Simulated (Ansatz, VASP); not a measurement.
# Ti: VASP beside Ansatz

```
CELL_PARAMETERS angstrom
-1.64100 1.64100 1.60818
1.64100 -1.64100 1.60818
1.64100 1.64100 -1.60818
ATOMIC_POSITIONS crystal
Ti 0.00000 0.00000 0.00000
```

Change from the starting cell: zz strain of -2 %.

Alike in both runs: task single point; functional PBE; k mesh 14 × 14 × 14; occupations fermi-dirac, width 0.05 eV; no spin polarisation.

|  | VASP | Ansatz |
| --- | --- | --- |
| version | VASP 6.6.1 | Ansatz 0.2.0 |
| potentials or method | VASP PAW PBE potentials, release 64 (Ti_sv), cutoff 520 eV | all-electron LAPW, scalar-relativistic |

VASP gave:

```
pressure (GPa)                                                : -0.6
traceless stress, the component that is largest in VASP (GPa) : -0.45
```

What did Ansatz give for the same quantities?

Pressure (GPa): -0.4; traceless stress, the component that is largest in VASP (GPa): -0.45.

Ansatz ran all-electron here, and VASP with PAW potentials.
